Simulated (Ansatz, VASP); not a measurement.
**Two plane-wave programs on K3OF**

```
CELL_PARAMETERS angstrom
4.95347 0.00000 0.00000
0.00000 4.95347 0.00000
0.00000 0.00000 4.95347
ATOMIC_POSITIONS crystal
F 0.00000 0.00000 0.00000
O 0.50000 0.50000 0.50000
K 0.50000 0.50000 0.00000
K 0.50000 0.00000 0.50000
K 0.00000 0.50000 0.50000
```

Alike in both runs: task single point; functional r2SCAN; k mesh 4 × 4 × 4; no spin polarisation.

|  | VASP | Ansatz |
| --- | --- | --- |
| version | VASP 6.6.1 | Ansatz 0.2.0 |
| potentials or method | VASP PAW PBE potentials, release 64 (F, O, K_sv) | plane waves, PAW |
| plane-wave cutoff (eV) | 520 | 500 |
| occupations | gaussian, width 0.01 eV | fixed |
| valence electrons in the cell | 40 | 40 |

Ansatz gave:

* gap on the k mesh at the Fermi level (eV): 1.24
* pressure (GPa): 1.6

Problem. Which values does VASP return?

Solution. gap on the k mesh at the Fermi level (eV): 1.23; pressure (GPa): 1.7.

VASP's potentials were made for PBE, not for r2SCAN.
